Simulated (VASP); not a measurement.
# Cr2F (P4_2/mmc) in VASP: single point with PBE

Aim: the single point of Cr2F with PBE.

Everything below comes from runs of VASP 6.6.1. Logs are shortened: lines on timing, memory, paths and dates and some standing lists are left out, and cuts for length are marked.

### Step 1. The cell of the first run

The structure is tetragonal, space group P4_2/mmc (No. 131). Conventional cell: a = 4.225 Å, b = 4.225 Å, c = 5.086 Å, α = 90.00°, β = 90.00°, γ = 90.00°. Within 2.3 Å of Cr (site symmetry m2m) lie 1 Cr at 1.64 Å and 2 F at 2.27 Å. F (site symmetry mmm) has 4 Cr at 2.27 Å and 2 F at 2.54 Å within 3.0 Å.

The cell was generated, and may not be a known phase.

### Step 2. Single point, PBE, collinear spin, ferromagnetic start

File INCAR:

```
ALGO = Normal
EDIFF = 1E-6
ENCUT = 700
GGA = PE
GGA_COMPAT = False
ISIF = 2
ISMEAR = 0
ISPIN = 2
LASPH = True
LCHARG = False
LMAXMIX = 4
LORBIT = 11
LREAL = False
LWAVE = False
MAGMOM = 3 3 3 3 0 0
NBANDS = 48
NELM = 200
PREC = Accurate
SIGMA = 0.1
```

File KPOINTS:

```
k-points
0
Gamma
  4 4 4
```

File POSCAR:

```
Cr2F
1.0
    4.2254762266      0.0000000000      0.0000000000
    0.0000000000      4.2254762266      0.0000000000
    0.0000000000      0.0000000000      5.0859931323
Cr F
4 2
Direct
    0.0000000000      0.3054027443      0.0000000000
    0.0000000000      0.6945972557      0.0000000000
    0.3054027443      0.0000000000      0.5000000000
    0.6945972557      0.0000000000      0.5000000000
    0.5000000000      0.5000000000      0.0000000000
    0.5000000000      0.5000000000      0.5000000000
```

Potentials or basis: VASP PAW PBE potentials, release 64 (Cr_sv, F).

Started as:

```sh
> cat potpaw_PBE.64/Cr_sv/POTCAR potpaw_PBE.64/F/POTCAR > POTCAR
> mpirun -np 1 vasp_std > vasp.out
```

OUTCAR:

```text
EDIFF = 1E-6
   ENCUT = 700
   GGA = PE
   ISIF = 2
   ISMEAR = 0
   ISPIN = 2
   LASPH = True
   LORBIT = 11
   LREAL = False
   NELM = 200
   PREC = Accurate

 ion  position               nearest neighbor table
   1  0.000  0.305  0.000-   2 1.64   5 2.27   5 2.27   2 2.58
   2  0.000  0.695  0.000-   1 1.64   5 2.27   5 2.27   1 2.58
   3  0.305  0.000  0.500-   4 1.64   6 2.27   6 2.27   4 2.58
   4  0.695  0.000  0.500-   3 1.64   6 2.27   6 2.27   3 2.58
   5  0.500  0.500  0.000-   1 2.27   2 2.27   1 2.27   2 2.27
   6  0.500  0.500  0.500-   3 2.27   4 2.27   3 2.27   4 2.27

  LATTYP: Found a simple tetragonal cell.
 ALAT       =     4.2254762266
 C/A-ratio  =     1.2036496858

  Lattice vectors:

 A1 = (   4.2254762266,   0.0000000000,   0.0000000000)
 A2 = (   0.0000000000,   4.2254762266,   0.0000000000)
 A3 = (   0.0000000000,   0.0000000000,   5.0859931323)

Analysis of symmetry for initial positions (statically):
=====================================================================
 Subroutine PRICEL returns:
 Original cell was already a primitive cell.

 Routine SETGRP: Setting up the symmetry group for a
 simple tetragonal supercell.

 Subroutine GETGRP returns: Found 16 space group operations
 (whereof  8 operations were pure point group operations)
 out of a pool of 16 trial point group operations.

The static configuration has the point symmetry D_2h.
 The point group associated with its full space group is D_4h.

Analysis of symmetry for dynamics (positions and initial velocities):
=====================================================================
 Subroutine PRICEL returns:
 Original cell was already a primitive cell.

 Routine SETGRP: Setting up the symmetry group for a
 simple tetragonal supercell.

 Subroutine GETGRP returns: Found 16 space group operations
 (whereof  8 operations were pure point group operations)
 out of a pool of 16 trial point group operations.

The dynamic configuration has the point symmetry D_2h.
 The point group associated with its full space group is D_4h.

Analysis of structural, dynamic, and magnetic symmetry:
=====================================================================
 Subroutine PRICEL returns:
 Original cell was already a primitive cell.

 Routine SETGRP: Setting up the symmetry group for a
 simple tetragonal supercell.

 Subroutine GETGRP returns: Found 16 space group operations
 (whereof  8 operations were pure point group operations)
 out of a pool of 16 trial point group operations.

The overall configuration has the point symmetry D_2h.
 The point group associated with its full space group is D_4h.

 Subroutine INISYM returns: Found 16 space group operations
 (whereof  8 operations are pure point group operations),
 and found     1 'primitive' translations

----------------------------------------------------------------------------------------

                                     Primitive cell

  volume of cell :      90.8086

  direct lattice vectors                    reciprocal lattice vectors
     4.225476227  0.000000000  0.000000000     0.236659715  0.000000000  0.000000000
     0.000000000  4.225476227  0.000000000     0.000000000  0.236659715  0.000000000
     0.000000000  0.000000000  5.085993132     0.000000000  0.000000000  0.196618433

  length of vectors
     4.225476227  4.225476227  5.085993132     0.236659715  0.236659715  0.196618433

  position of ions in fractional coordinates (direct lattice)
     0.000000000  0.305402744  0.000000000
     0.000000000  0.694597256  0.000000000
     0.305402744  0.000000000  0.500000000
     0.694597256  0.000000000  0.500000000
     0.500000000  0.500000000  0.000000000
     0.500000000  0.500000000  0.500000000

  ion indices of the primitive-cell ions
   primitive index   ion index
                 1           1
                 2           2
                 3           3
                 4           4
                 5           5
                 6           6

[... 33 lines left out ...]
  0.500000  0.500000  0.000000      1.000000
[... 10 lines left out ...]
  0.500000  0.250000  0.500000      4.000000
  0.500000  0.500000  0.500000      1.000000
   k-points           NKPTS =     18   k-points in BZ     NKDIM =     18   number of bands    NBANDS=     48
   number of dos      NEDOS =    301   number of ions     NIONS =      6
   total plane-waves  NPLWV =  62208
   dimension x,y,z NGX =    36 NGY =   36 NGZ =   48
   dimension x,y,z NGXF=    72 NGYF=   72 NGZF=   96
   ions per type =               4   2
   NGX,Y,Z   is equivalent  to a cutoff of  14.16, 14.16, 15.69 a.u.
   NGXF,Y,Z  is equivalent  to a cutoff of  28.33, 28.33, 31.38 a.u.
 SYSTEM =  unknown system
   PREC   = accura    normal or accurate (medium, high low for compatibility)
   ISTART =      0    job   : 0-new  1-cont  2-samecut
   ICHARG =      2    charge: 1-file 2-atom 10-const
   ISPIN  =      2    spin polarized calculation?
   LNONCOLLINEAR =      F non collinear calculations
   LSORBIT =      F    spin-orbit coupling
   LASPH  =      T    aspherical Exc in radial PAW
   ENCUT  =  700.0 eV  51.45 Ry    7.17 a.u.   9.12  9.12 10.97*2*pi/ulx,y,z
   NELM   =    200;   NELMIN=  2; NELMDL= -5     # of ELM steps
   EDIFF  = 0.1E-05   stopping-criterion for ELM
   LREAL  =      F    real-space projection
   EDIFFG = 0.1E-04   stopping-criterion for IOM
   NSW    =      0    number of steps for IOM
   IBRION =     -1    ionic relax: 0-MD 1-quasi-New 2-CG
   NFREE  =      0    steps in history (QN), initial steepest desc. (CG)
   ISIF   =      2    stress and relaxation
   ISYM   =      2    0-nonsym 1-usesym 2-fastsym
   POTIM  = 0.5000    time-step for ionic-motion
   TEBEG  =    0.0;   TEEND  =   0.0 temperature during run
   PSTRESS=    0.0 pullay stress
   NELECT =      70.0000    total number of electrons
   NUPDOWN=      -1.0000    fix difference up-down
   EMIN   =  10.00;   EMAX   =-10.00  energy-range for DOS
   EFERMI =   0.00;   METHOD = LEGACY
   ISMEAR =     0;   SIGMA  =   0.10  broadening in eV -4-tet -1-fermi 0-gaus
   EFERMI_NEDOS =   21; number of points for ismear=-14 and -15
   IALGO  =     38    algorithm
   IMIX   =      4    mixing-type and parameters
     AMIX     =   0.40;   BMIX     =  1.00
     AMIX_MAG =   1.60;   BMIX_MAG =  1.00
  volume/ion in A,a.u.               =      15.13       102.13
  Fermi-wavevector in a.u.,A,eV,Ry     =   1.501061  2.836595 30.656451  2.253186
  Thomas-Fermi vector in A             =   2.612481
   LORBIT       =     11    0 simple, 1 ext, 2 COOP (PROOUT), +10 PAW based schemes
   GGA     = PE    functional components
   LHFCALC =     F    Hartree Fock is set to
   AEXX    =    0.0000 exact exchange contribution
   IVDW    =     0    specifies the selected vdW correction
   LEPSILON=     F    determine dielectric tensor
   LRPA    =     F    only Hartree local field effects (RPA)
 spin polarized calculation
 Gauss-broadening in eV      SIGMA  =   0.10
  energy-cutoff  :      700.00
  volume of cell :       90.81
 maximum number of plane-waves:      3848
   NGX = 19   NGY = 19   NGZ = 21

 number of electron      70.0000051 magnetization       0.0021496

 number of electron      70.0000051 magnetization      -0.0003268

 Free energy of the ion-electron system (eV)
  ---------------------------------------------------
  ext. energy  EPLUGINS =         0.00000000
  ---------------------------------------------------
  free energy    TOTEN  =       -39.63904249 eV

  energy without entropy =      -39.61143323  energy(sigma->0) =      -39.62523786

 E-fermi :   6.7354     XC(G=0): -10.6415

 val. band max:        6.6887980212   @ k =   0.2500   0.0000   0.5000
 cond. band min:       6.7526372348   @ k =   0.2500   0.2500   0.2500
 fundamental gap:      0.0638392137
 Fermi energy:         6.7353608570

 spin component 1

 k-point     1 :       0.0000    0.0000    0.0000
  band No.  band energies     occupation
      1     -65.9950      1.00000
      2     -65.9876      1.00000
      3     -63.9951      1.00000
      4     -63.9951      1.00000
      5     -39.2721      1.00000
      6     -39.2501      1.00000
[... 889 lines left out ...]
     46      10.5589      0.00000
     47      11.7830      0.00000
 Fermi energy:         6.7353608570

 spin component 2

 k-point     1 :       0.0000    0.0000    0.0000
  band No.  band energies     occupation
      1     -65.9950      1.00000
      2     -65.9877      1.00000
      3     -63.9951      1.00000
      4     -63.9951      1.00000
      5     -39.2721      1.00000
      6     -39.2501      1.00000
[... 889 lines left out ...]
     46      10.5589      0.00000
     47      11.7191      0.00000
 [bands above 47 left out]

------------------------ aborting loop because EDIFF is reached ----------------------------------------

  FORCE on cell =-STRESS in cart. coord.  units (eV):
  Direction    XX          YY          ZZ          XY          YZ          ZX
  --------------------------------------------------------------------------------------
  -------------------------------------------------------------------------------------
  Total        0.8433838      0.8433838     -0.1074539      0.0000000      0.0000000      0.0000000
  in kB       14.8801995     14.8801995     -1.8958578      0.0000000      0.0000000      0.0000000
  external PRESSURE =       9.2881804 kB  Pullay stress =       0.0000000 kB

 VOLUME and BASIS-vectors are now :
 -----------------------------------------------------------------------------
  energy-cutoff  :      700.00
  volume of cell :       90.81
      direct lattice vectors                 reciprocal lattice vectors
     4.225476227  0.000000000  0.000000000     0.236659715  0.000000000  0.000000000
     0.000000000  4.225476227  0.000000000     0.000000000  0.236659715  0.000000000
     0.000000000  0.000000000  5.085993132     0.000000000  0.000000000  0.196618433

 POSITION                                       TOTAL-FORCE (eV/Angst)
 -----------------------------------------------------------------------------------
      0.00000      1.29047      0.00000        -0.000000     -0.788057      0.000000
      0.00000      2.93500      0.00000         0.000000      0.788057     -0.000000
      1.29047      0.00000      2.54300        -0.788057     -0.000000      0.000000
      2.93500      0.00000      2.54300         0.788057     -0.000000     -0.000000
      2.11274      2.11274      0.00000         0.000000      0.000000      0.000000
      2.11274      2.11274      2.54300         0.000000      0.000000      0.000000
 -----------------------------------------------------------------------------------
    total drift:                                0.000000      0.000000      0.000000

  FREE ENERGIE OF THE ION-ELECTRON SYSTEM (eV)
  ---------------------------------------------------
  free  energy   TOTEN  =       -39.6390424887 eV

  energy  without entropy=      -39.6114332285  energy(sigma->0) =      -39.62523786

 total charge

# of ion       s       p       d       tot
------------------------------------------
    1        2.129   5.972   4.072  12.173
    2        2.129   5.972   4.072  12.173
    3        2.129   5.972   4.072  12.173
    4        2.129   5.972   4.072  12.173
    5        1.744   4.304   0.000   6.048
    6        1.744   4.304   0.000   6.048
--------------------------------------------------
tot         12.002  32.496  16.288  60.787

 magnetization (x)

# of ion       s       p       d       tot
------------------------------------------
    1       -0.000  -0.000  -0.000  -0.000
    2       -0.000  -0.000  -0.000  -0.000
    3       -0.000  -0.000  -0.000  -0.000
    4       -0.000  -0.000  -0.000  -0.000
    5       -0.000   0.000   0.000   0.000
    6       -0.000   0.000   0.000   0.000
--------------------------------------------------
tot         -0.000  -0.000  -0.000  -0.000
```

Run time: 2.5 min. Hardware: 1 thread of Intel Xeon 6975P-C (Granite Rapids), shared host; peak memory 0.38 GiB.

What came out:

```yaml
Free_energy: -39.6390 eV
Pressure: 0.9 GPa
Largest_force: 0.788 eV/Å
Band_gap_on_the_k_mesh: zero (filled and empty bands overlap)
Net_moment: 0.00 μB per cell
Valence_electrons_inside_the_program's_atomic_spheres: Cr 12.17; F 6.05
```

Forces on the atoms (eV/Å):
```
Cr   0.000 -0.788  0.000
Cr   0.000  0.788  0.000
Cr  -0.788  0.000  0.000
Cr   0.788  0.000  0.000
F    0.000  0.000  0.000
F    0.000  0.000  0.000
```

Levels at points of the mesh, in eV from the Fermi level:
Spin up:
```
           k point  band 33  band 34  band 35  band 36  band 37  band 38
(0.00, 0.00, 0.00)    -1.23    -1.15    -0.20     0.53     1.26     1.26
(0.50, 0.00, 0.00)    -0.70    -0.69     0.11     0.48     0.65     0.66
(0.50, 0.50, 0.00)    -0.57    -0.48    -0.48     0.08     0.38     0.38
(0.00, 0.00, 0.50)    -1.25    -1.25    -0.62    -0.62     1.00     1.00
(0.50, 0.00, 0.50)    -0.81    -0.78    -0.28     0.34     0.97     1.02
(0.50, 0.50, 0.50)    -0.45    -0.45    -0.40    -0.40     0.58     0.58
```
Spin down:
| k point | band 32 | band 33 | band 34 | band 35 | band 36 | band 37 | band 38 | band 39 |
| --- | --- | --- | --- | --- | --- | --- | --- | --- |
| (0.00, 0.00, 0.00) | -1.23 | -1.23 | -1.15 | -0.20 | 0.53 | 1.26 | 1.26 | 1.62 |
| (0.50, 0.00, 0.00) | -1.11 | -0.70 | -0.69 | 0.11 | 0.48 | 0.65 | 0.66 | 1.23 |
| (0.50, 0.50, 0.00) | -0.83 | -0.57 | -0.48 | -0.48 | 0.08 | 0.38 | 0.38 | 0.51 |
| (0.00, 0.00, 0.50) | -1.63 | -1.25 | -1.25 | -0.62 | -0.62 | 1.00 | 1.00 | 1.41 |
| (0.50, 0.00, 0.50) | -0.89 | -0.81 | -0.78 | -0.28 | 0.34 | 0.97 | 1.02 | 1.18 |
| (0.50, 0.50, 0.50) | -1.26 | -0.45 | -0.45 | -0.40 | -0.40 | 0.58 | 0.58 | 0.91 |

Caveat: the k points lie up to 0.37 Å⁻¹ apart, too coarse for converged energies and pressures of a metal; atoms lie so close that the PAW spheres overlap strongly, which falsifies energies and pressures; the moments typed at the start vanished in this run. With open d or f shells a metallic result of PBE can be an artefact of self-interaction; +U or a hybrid may open a gap.

The gap in the log of VASP goes by the Fermi energy; the results here count the filled bands.